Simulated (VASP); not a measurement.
# HBr: vibrations by perturbation theory with LDA

Crystal: HBr.

```
H Br
1.0
     0.00000    3.42477    3.42477
     1.66523    0.00000    3.42477
     1.66523    3.42477    0.00000
H Br
1 1
Direct
  0.00000 0.00000 0.00000
  0.50000 0.50000 0.50000
```

```yaml
Program: VASP 6.6.1
Task: vibrations by perturbation theory
Functional: LDA
Potentials_or_basis: VASP PAW LDA potentials, release 64 (H, Br)
Cutoff: 520 eV
k_mesh: 10 × 10 × 10
Occupations: gaussian, width 0.01 eV
Spin: no spin polarisation
Dipole_correction: no
Further_INCAR_settings: ALGO = Normal; EDIFF = 1e-08; IBRION = 8; NSW = 1
```

| Property | Result |
| --- | --- |
| Electronic dielectric tensor (diagonal) | 36.35, 2.66, 2.66 |
| Born charges (mean of the diagonal) | H +4.29; Br -4.29 e |
| Highest phonon frequency at Γ, LO-TO splitting left out | 0 cm⁻¹ |
| Most unstable mode | 1965i cm⁻¹ |

Phonon frequencies in cm⁻¹ (negative: imaginary):
| q point | frequencies |
| --- | --- |
| (0.000, 0.000, 0.000) | -1965 -966 -966 0 0 0 |

Electronic dielectric tensor:
```
36.35  0.00  0.00
 0.00  2.66  0.00
 0.00  0.00  2.66
```

Born effective charge tensors (e):
atom 1, H
```
12.44  0.00  0.00
 0.00  0.22  0.00
 0.00  0.00  0.22
```
atom 2, Br
```
-12.44   0.00   0.00
  0.00  -0.22   0.00
  0.00   0.00  -0.22
```

Wall time 5.3 min on 1 thread of AMD EPYC 9R45 96-Core Processor (Zen 5), on a shared host, peak memory 0.3 GiB.

Caveat: some modes are imaginary.
